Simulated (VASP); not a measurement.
# WSe2 (P-3m1) in VASP: a series of runs

The runs below take WSe2 through single point, with r2SCAN.

Everything below comes from runs of VASP 6.6.1. Logs are shortened: lines on timing, memory, paths and dates and some standing lists are left out, and cuts for length are marked.

## Step 1: The cell of the first run

The structure is trigonal, space group P-3m1 (No. 164). The conventional cell has a = 3.315 Å, b = 3.315 Å, c = 6.519 Å, α = 90.00°, β = 90.00°, γ = 120.00°. W (site symmetry -3m) has 6 Se at 2.54 Å and 6 W at 3.32 Å within 3.4 Å. Se (site symmetry 3m) has 3 W at 2.54 Å and 6 Se at 3.32 Å within 3.4 Å.

## Step 2: Single point, r2SCAN

File POSCAR:

```
WSe2
1.0
    3.3153441874      0.0000000000      0.0000000000
   -1.6576720937      2.8711722886      0.0000000000
    0.0000000000      0.0000000000      6.5191986732
W Se
1 2
Direct
    0.0000000000      0.0000000000      0.0000000000
    0.3333333333      0.6666666667      0.2571683820
    0.6666666667      0.3333333333      0.7428316180
```

File INCAR.step1:

```
ALGO = Normal ; EDIFF = 1E-4
ENCUT = 520 ; GGA = PE
ISMEAR = -1 ; LASPH = T
LCHARG = F ; LREAL = F
LWAVE = T ; NBANDS = 20
NELM = 100 ; PREC = Accurate
SIGMA = 0.02
```

File INCAR.step2:

```
ALGO = Normal ; EDIFF = 1E-7
ENCUT = 520 ; ISIF = 2
ISMEAR = -1 ; ISTART = 1
LASPH = T ; LCHARG = T
LELF = T ; LMIXTAU = T
LREAL = F ; LVHAR = T
LWAVE = F ; METAGGA = R2SCAN
NBANDS = 20 ; NELM = 100
PREC = Accurate ; SIGMA = 0.02
```

File KPOINTS:

```
k-points
0
Gamma
  6 6 4
```

Potentials or basis: VASP PAW PBE potentials, release 64 (W_sv, Se).

On the command line:

```sh
> cat potpaw_PBE.64/W_sv/POTCAR potpaw_PBE.64/Se/POTCAR > POTCAR
> cp INCAR.step1 INCAR
> mpirun -np 1 vasp_std > vasp.out
> cp INCAR.step2 INCAR
> mpirun -np 1 vasp_std > vasp.out
```

OUTCAR:

```text
EDIFF = 1E-7
   ENCUT = 520
   ISIF = 2
   ISMEAR = -1
   ISTART = 1
   LASPH = T
   LREAL = F
   METAGGA = R2SCAN
   NELM = 100
   PREC = Accurate

 ion  position               nearest neighbor table
   1  0.000  0.000  0.000-   2 2.54   3 2.54   3 2.54   2 2.54   3 2.54   2 2.54
   2  0.333  0.667  0.257-   1 2.54   1 2.54   1 2.54
   3  0.667  0.333  0.743-   1 2.54   1 2.54   1 2.54

  LATTYP: Found a hexagonal cell.
 ALAT       =     3.3153441874
 C/A-ratio  =     1.9663716057

  Lattice vectors:

 A1 = (   3.3153441874,   0.0000000000,   0.0000000000)
 A2 = (  -1.6576720937,   2.8711722886,   0.0000000000)
 A3 = (   0.0000000000,   0.0000000000,   6.5191986732)

Analysis of symmetry for initial positions (statically):
=====================================================================
 Subroutine PRICEL returns:
 Original cell was already a primitive cell.

 Routine SETGRP: Setting up the symmetry group for a
 hexagonal supercell.

 Subroutine GETGRP returns: Found 12 space group operations
 (whereof 12 operations were pure point group operations)
 out of a pool of 24 trial point group operations.

The static configuration has the point symmetry D_3d.

Analysis of symmetry for dynamics (positions and initial velocities):
=====================================================================
 Subroutine PRICEL returns:
 Original cell was already a primitive cell.

 Routine SETGRP: Setting up the symmetry group for a
 hexagonal supercell.

 Subroutine GETGRP returns: Found 12 space group operations
 (whereof 12 operations were pure point group operations)
 out of a pool of 24 trial point group operations.

The dynamic configuration has the point symmetry D_3d.

 Subroutine INISYM returns: Found 12 space group operations
 (whereof 12 operations are pure point group operations),
 and found     1 'primitive' translations

----------------------------------------------------------------------------------------

                                     Primitive cell

  volume of cell :      62.0558

  direct lattice vectors                    reciprocal lattice vectors
     3.315344187  0.000000000  0.000000000     0.301627808  0.174144896  0.000000000
    -1.657672094  2.871172289  0.000000000     0.000000000  0.348289792  0.000000000
     0.000000000  0.000000000  6.519198673     0.000000000  0.000000000  0.153393086

  length of vectors
     3.315344187  3.315344187  6.519198673     0.348289792  0.348289792  0.153393086

  position of ions in fractional coordinates (direct lattice)
     0.000000000  0.000000000  0.000000000
     0.333333333  0.666666667  0.257168382
     0.666666667  0.333333333  0.742831618

  ion indices of the primitive-cell ions
   primitive index   ion index
                 1           1
                 2           2
                 3           3

----------------------------------------------------------------------------------------

 KPOINTS: k-points

Automatic generation of k-mesh.
 Grid dimensions read from file:
 generate k-points for:    6    6    4

 Generating k-lattice:

  Cartesian coordinates                     Fractional coordinates (reciprocal lattice)
     0.050271301  0.029024149  0.000000000     0.166666667 -0.000000000  0.000000000
     0.000000000  0.058048299  0.000000000     0.000000000  0.166666667  0.000000000
     0.000000000  0.000000000  0.038348271     0.000000000  0.000000000  0.250000000

  Length of vectors
     0.058048299  0.058048299  0.038348271

  Shift w.r.t. Gamma in fractional coordinates (k-lattice)
     0.000000000  0.000000000  0.000000000

 Subroutine IBZKPT returns following result:
 ===========================================

 Found     24 irreducible k-points:

 Following reciprocal coordinates:
            Coordinates               Weight
  0.000000  0.000000  0.000000      1.000000
  0.166667  0.000000  0.000000      6.000000
  0.333333 -0.000000  0.000000      6.000000
  0.500000 -0.000000  0.000000      3.000000
  0.166667  0.166667  0.000000      6.000000
  0.333333  0.166667  0.000000     12.000000
[... 16 lines left out ...]
  0.333333  0.166667  0.500000     12.000000
  0.333333  0.333333  0.500000      2.000000
   k-points           NKPTS =     24   k-points in BZ     NKDIM =     24   number of bands    NBANDS=     20
   number of dos      NEDOS =    301   number of ions     NIONS =      3
   total plane-waves  NPLWV =  37632
   dimension x,y,z NGX =    28 NGY =   28 NGZ =   48
   dimension x,y,z NGXF=    56 NGYF=   56 NGZF=   96
   ions per type =               1   2
   NGX,Y,Z   is equivalent  to a cutoff of  14.04, 14.04, 12.24 a.u.
   NGXF,Y,Z  is equivalent  to a cutoff of  28.08, 28.08, 24.48 a.u.
 SYSTEM =  unknown system
   PREC   = accura    normal or accurate (medium, high low for compatibility)
   ISTART =      1    job   : 0-new  1-cont  2-samecut
   ICHARG =      0    charge: 1-file 2-atom 10-const
   ISPIN  =      1    spin polarized calculation?
   LNONCOLLINEAR =      F non collinear calculations
   LSORBIT =      F    spin-orbit coupling
   LASPH  =      T    aspherical Exc in radial PAW
   ENCUT  =  520.0 eV  38.22 Ry    6.18 a.u.   6.16  6.16 12.12*2*pi/ulx,y,z
   NELM   =    100;   NELMIN=  2; NELMDL=  0     # of ELM steps
   EDIFF  = 0.1E-06   stopping-criterion for ELM
   LREAL  =      F    real-space projection
   EDIFFG = 0.1E-05   stopping-criterion for IOM
   NSW    =      0    number of steps for IOM
   IBRION =     -1    ionic relax: 0-MD 1-quasi-New 2-CG
   NFREE  =      0    steps in history (QN), initial steepest desc. (CG)
   ISIF   =      2    stress and relaxation
   ISYM   =      2    0-nonsym 1-usesym 2-fastsym
   POTIM  = 0.5000    time-step for ionic-motion
   TEBEG  =    0.0;   TEEND  =   0.0 temperature during run
   PSTRESS=    0.0 pullay stress
   NELECT =      26.0000    total number of electrons
   NUPDOWN=      -1.0000    fix difference up-down
   EMIN   =  10.00;   EMAX   =-10.00  energy-range for DOS
   EFERMI =   0.00;   METHOD = LEGACY
   ISMEAR =    -1;   SIGMA  =   0.02  broadening in eV -4-tet -1-fermi 0-gaus
   EFERMI_NEDOS =   21; number of points for ismear=-14 and -15
   IALGO  =     38    algorithm
   IMIX   =      4    mixing-type and parameters
     AMIX     =   0.40;   BMIX     =  1.00
     AMIX_MAG =   1.60;   BMIX_MAG =  1.00
  volume/ion in A,a.u.               =      20.69       139.59
  Fermi-wavevector in a.u.,A,eV,Ry     =   1.225007  2.314928 20.417477  1.500642
  Thomas-Fermi vector in A             =   2.360061
   LORBIT       =      0    0 simple, 1 ext, 2 COOP (PROOUT), +10 PAW based schemes
   METAGGA = R2SCAN    functional components
   LHFCALC =     F    Hartree Fock is set to
   AEXX    =    0.0000 exact exchange contribution
   IVDW    =     0    specifies the selected vdW correction
   LEPSILON=     F    determine dielectric tensor
   LRPA    =     F    only Hartree local field effects (RPA)
 non-spin polarized calculation
  energy-cutoff  :      520.00
  volume of cell :       62.06
 maximum number of plane-waves:      1698
 NGX is ok and might be reduce to    28
   NGX = 13   NGY = 13   NGZ = 25

 number of electron      26.0000001 magnetization

 Free energy of the ion-electron system (eV)
  ---------------------------------------------------
  ext. energy  EPLUGINS =         0.00000000
  ---------------------------------------------------
  free energy    TOTEN  =       -80.94807666 eV

  energy without entropy =      -80.94599640  energy(sigma->0) =      -80.94703653

 E-fermi :   6.3903     XC(G=0): -11.2923

 val. band max:        6.3696143808   @ k =   0.0000   0.0000   0.2500
 cond. band min:       6.3922821005   @ k =   0.1667   0.1667   0.5000
 fundamental gap:      0.0226677197
 Fermi energy:         6.3902717931

 k-point     1 :       0.0000    0.0000    0.0000
  band No.  band energies     occupation
      1     -70.4705      2.00000
      2     -33.9965      2.00000
      3     -33.9965      2.00000
      4     -33.9637      2.00000
      5      -9.8980      2.00000
      6      -8.3524      2.00000
[... 12 lines left out ...]
     19      12.5751      0.00000
     20      16.2318      0.00000

 k-point     2 :       0.1667    0.0000    0.0000
  band No.  band energies     occupation
      1     -70.4678      2.00000
      2     -34.0543      2.00000
      3     -34.0102      2.00000
      4     -33.9523      2.00000
      5      -9.4640      2.00000
      6      -8.2009      2.00000
[... 12 lines left out ...]
     19      14.1375      0.00000
     20      15.7671      0.00000

 k-point     3 :       0.3333   -0.0000    0.0000
  band No.  band energies     occupation
      1     -70.4625      2.00000
      2     -34.1682      2.00000
      3     -34.0373      2.00000
      4     -33.9295      2.00000
      5      -8.4268      2.00000
      6      -7.8311      2.00000
[... 12 lines left out ...]
     19      13.1748      0.00000
     20      14.1810      0.00000

 k-point     4 :       0.5000   -0.0000    0.0000
  band No.  band energies     occupation
      1     -70.4599      2.00000
      2     -34.2243      2.00000
      3     -34.0509      2.00000
      4     -33.9180      2.00000
      5      -7.9090      2.00000
      6      -7.4224      2.00000
[... 12 lines left out ...]
     19      12.8317      0.00000
     20      14.4515      0.00000

 k-point     5 :       0.1667    0.1667    0.0000
  band No.  band energies     occupation
      1     -70.4639      2.00000
      2     -34.1291      2.00000
      3     -34.0417      2.00000
      4     -33.9352      2.00000
      5      -8.7064      2.00000
      6      -7.9480      2.00000
[... 12 lines left out ...]
     19      14.3397      0.00000
     20      15.3747      0.00000
[... 353 lines left out ...]
      6      -7.2984      2.00000
[... 12 lines left out ...]
     19      11.5764      0.00000
     20      12.6996      0.00000

 k-point    22 :       0.1667    0.1667    0.5000
  band No.  band energies     occupation
      1     -70.4639      2.00000
      2     -34.1291      2.00000
      3     -34.0416      2.00000
      4     -33.9352      2.00000
      5      -8.4839      2.00000
      6      -8.2144      2.00000
[... 12 lines left out ...]
     19      15.1699      0.00000
     20      15.5056      0.00000

 k-point    23 :       0.3333    0.1667    0.5000
  band No.  band energies     occupation
      1     -70.4599      2.00000
      2     -34.1953      2.00000
      3     -34.0806      2.00000
      4     -33.9181      2.00000
      5      -7.8647      2.00000
      6      -7.4973      2.00000
[... 12 lines left out ...]
     19      12.6039      0.00000
     20      15.0600      0.00000

 k-point    24 :       0.3333    0.3333    0.5000
  band No.  band energies     occupation
      1     -70.4586      2.00000
      2     -34.1556      2.00000
      3     -34.1556      2.00000
      4     -33.9124      2.00000
      5      -7.4425      2.00000
      6      -7.4425      2.00000
[... 12 lines left out ...]
     19      13.6749      0.00000
     20      13.8172      0.00000

------------------------ aborting loop because EDIFF is reached ----------------------------------------

  FORCE on cell =-STRESS in cart. coord.  units (eV):
  Direction    XX          YY          ZZ          XY          YZ          ZX
  --------------------------------------------------------------------------------------
  -------------------------------------------------------------------------------------
  Total        0.7455059      0.7455059      0.5381183     -0.0000000      0.0000000     -0.0000000
  in kB       19.2477319     19.2477319     13.8933275     -0.0000000      0.0000000     -0.0000000
  external PRESSURE =      17.4629305 kB  Pullay stress =       0.0000000 kB

 VOLUME and BASIS-vectors are now :
 -----------------------------------------------------------------------------
  energy-cutoff  :      520.00
  volume of cell :       62.06
      direct lattice vectors                 reciprocal lattice vectors
     3.315344187  0.000000000  0.000000000     0.301627808  0.174144896  0.000000000
    -1.657672094  2.871172289  0.000000000     0.000000000  0.348289792  0.000000000
     0.000000000  0.000000000  6.519198673     0.000000000  0.000000000  0.153393086

 POSITION                                       TOTAL-FORCE (eV/Angst)
 -----------------------------------------------------------------------------------
      0.00000      0.00000      0.00000        -0.000000      0.000000      0.000000
     -0.00000      1.91411      1.67653        -0.000000      0.000000     -0.063279
      1.65767      0.95706      4.84267         0.000000     -0.000000      0.063279
 -----------------------------------------------------------------------------------
    total drift:                               -0.000000     -0.000000     -0.000000

  FREE ENERGIE OF THE ION-ELECTRON SYSTEM (eV)
  ---------------------------------------------------
  free  energy   TOTEN  =       -80.9480766565 eV

  energy  without entropy=      -80.9459963960  energy(sigma->0) =      -80.94703653
```

It took 1.9 min on 1 thread of AMD EPYC 7R13 (Zen 3), shared host; peak memory 0.18 GiB.

What came out:

| Property | Result |
| --- | --- |
| Free energy | -80.9481 eV |
| Pressure | 1.7 GPa |
| Largest force | 0.063 eV/Å |
| Band gap on the k mesh | zero (bands 13 and 14 overlap by 0.93 eV) |

Forces on the atoms (eV/Å):
```
W    0.000  0.000  0.000
Se   0.000  0.000 -0.063
Se   0.000  0.000  0.063
```

Caveat: the k points lie up to 0.36 Å⁻¹ apart, too coarse for converged energies and pressures of a metal; the PAW data sets were made with another functional, which shifts forces and pressure a little; spin-orbit coupling is left out, which moves the levels of the heavy elements.

## Step 3: Single point, r2SCAN

POSCAR is that of step 2.

File INCAR.step1:

```
SYSTEM = WSe2
ALGO = Normal
EDIFF = 1E-4
ENCUT = 520
GGA = PE
ISMEAR = -5
LASPH = .TRUE.
LCHARG = .FALSE.
LREAL = .FALSE.
LWAVE = .TRUE.
NBANDS = 20
NELM = 100
PREC = Accurate
SIGMA = 0.1
```

File INCAR.step2:

```
SYSTEM = WSe2
ALGO = Normal
EDIFF = 1E-6
ENCUT = 520
ISIF = 2
ISMEAR = -5
ISTART = 1
LASPH = .TRUE.
LCHARG = .FALSE.
LMIXTAU = .TRUE.
LREAL = .FALSE.
LWAVE = .FALSE.
METAGGA = R2SCAN
NBANDS = 20
NELM = 100
PREC = Accurate
SIGMA = 0.1
```

File KPOINTS:

```
k-points
0
G
  6 6 4
  0 0 0
```

Potentials or basis: VASP PAW PBE potentials, release 64 (W_sv, Se).

On the command line:

```sh
> cat potpaw_PBE.64/W_sv/POTCAR potpaw_PBE.64/Se/POTCAR > POTCAR
> cp INCAR.step1 INCAR
> mpirun -np 1 vasp_std > vasp.out
> cp INCAR.step2 INCAR
> mpirun -np 1 vasp_std > vasp.out
```

It took 1.9 min on 1 thread of AMD EPYC 7R13 (Zen 3), shared host; peak memory 0.18 GiB.

Results (log left out):

```
Free energy            : -80.9395 eV
Pressure               : 1.5 GPa
Largest force          : 0.004 eV/Å
Band gap on the k mesh : zero (bands 13 and 14 overlap by 0.97 eV)
```

Forces in eV/Å, atoms in the order of the input:
```
W    0.000  0.000  0.000
Se   0.000  0.000 -0.004
Se   0.000  0.000  0.004
```

Stress tensor (GPa, compression positive):
```
1.42 0.00 0.00
0.00 1.42 0.00
0.00 0.00 1.74
```

Levels at points of the mesh, in eV from the Fermi level:
```tsv
k point	band 11	band 12	band 13	band 14	band 15	band 16
(0.00, 0.00, 0.00)	-1.66	-0.91	-0.91	-0.10	-0.10	3.35
(0.50, 0.00, 0.00)	-4.02	-2.15	-2.03	1.30	1.83	3.07
(0.00, 0.00, 0.50)	-0.92	-0.92	-0.53	-0.23	-0.23	3.61
(0.50, 0.00, 0.50)	-2.93	-2.59	-1.77	1.30	1.98	3.32
```

Caveat: the k points lie up to 0.36 Å⁻¹ apart, too coarse for converged energies and pressures of a metal; the PAW data sets were made with another functional, which shifts forces and pressure a little; spin-orbit coupling is left out, which moves the levels of the heavy elements; tetrahedron occupations give inexact forces and stress in metals.

The gap in the log of VASP goes by the Fermi energy; the results here count the filled bands.